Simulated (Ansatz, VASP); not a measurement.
**Two plane-wave programs on Sb**

```
Sb
1.0
     3.47007    0.00000    0.00000
    -1.73504    2.83011    0.00000
     0.00000    0.00000    5.33000
Sb
2
Direct
  0.33333 0.66667 0.25000
  0.66667 0.33333 0.75000
```

Change from the starting cell: strain +0.0300 x Voigt [1, -1, 0, 0, 0, 0], atoms carried along.

Alike in both runs: task single point; functional PBEsol; k mesh 18 × 18 × 10; occupations gaussian, width 0.15 eV; no spin polarisation.

|  | VASP | Ansatz |
| --- | --- | --- |
| version | VASP 6.6.1 | Ansatz 0.2.0 |
| potentials or method | VASP PAW PBE potentials, release 64 (Sb), cutoff 520 eV | scalar-relativistic, plane waves, PAW |
| valence electrons in the cell | 10 | 30 |

|  | VASP | Ansatz | Ansatz less VASP |
| --- | --- | --- | --- |
| gap on the k mesh at the Fermi level (eV) | none | none | - |
| pressure (GPa) | 0.0 | 0.0 | +0.01 |
| traceless stress, the component that is largest in VASP (GPa) | -0.98 | -0.98 | -0.001 |
| rms of the force components (eV/Å) | 0.028 | 0.027 | -0.0007 |

VASP's potentials were made for PBE, not for PBEsol. Atom by atom the forces differ by 0.001 eV/Å (rms over components). A gap of «none» marks a metal or a gap that the smearing closes. VASP's potentials hold 10 valence electrons a cell and Ansatz's 30, so a difference there can come from the potentials and not from the codes.

Neither program's run includes spin-orbit coupling.
